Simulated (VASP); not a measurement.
Set up this calculation in VASP 6.6.1, as the native input.

```yaml
Task: single point
Functional: LDA
Potentials_or_basis: VASP PAW LDA potentials, release 64 (Ca_sv, O)
Cutoff: 520 eV
k_mesh: 9 × 9 × 6
Occupations: gaussian, width 0.05 eV
Spin: no spin polarisation
Dipole_correction: no
Further_INCAR_settings: ALGO = Normal; EDIFF = 1e-06; NBANDS = 24
```

The structure of CaO lies in POSCAR:

```
CaO
1.0
    4.0318955827      0.0000000000      0.0000000000
   -2.0159477913      3.4571524753      0.0000000000
    0.0000000000      0.0000000000      4.7848400100
Ca O
2 2
Direct
    0.3333333333      0.6666666667      0.7500000000
    0.6666666667      0.3333333333      0.2500000000
    0.3333333333      0.6666666667      0.2500000000
    0.6666666667      0.3333333333      0.7500000000
```

This cell differs from its parent crystal: strain +0.0100 x Voigt [1, 0, 0, 0, 0, 0].

These files were run (other wordings do the same):

INCAR

```
  PREC = Accurate
  ENCUT = 520
  EDIFF = 1E-6
  ISMEAR = 0
  SIGMA = 0.05
  LREAL = False
  LASPH = True
  NELM = 60
  ALGO = Normal
  ISIF = 2
  LWAVE = False
  LCHARG = False
  NBANDS = 24
```

KPOINTS

```
Automatic mesh
0
Gamma
  9 9 6
```

Potentials or basis: VASP PAW LDA potentials, release 64 (Ca_sv, O).

Command:

```sh
$ cat potpaw_LDA.64/Ca_sv/POTCAR potpaw_LDA.64/O/POTCAR > POTCAR
$ mpirun -np 1 vasp_std > vasp.out
```

Results of the run:

| Property | Result |
| --- | --- |
| Pressure | -5.9 GPa |
| Largest force | 0.052 eV/Å |
| Band gap on the k mesh | 2.95 eV |

Caveat: the cell differs from its parent crystal (strain +0.0100 x Voigt [1, 0, 0, 0, 0, 0]); the cell stands under tension.

Wall time 3.6 min on 1 thread of Oxide Virtual Turin-like Processor, on a shared host, peak memory 0.21 GiB.
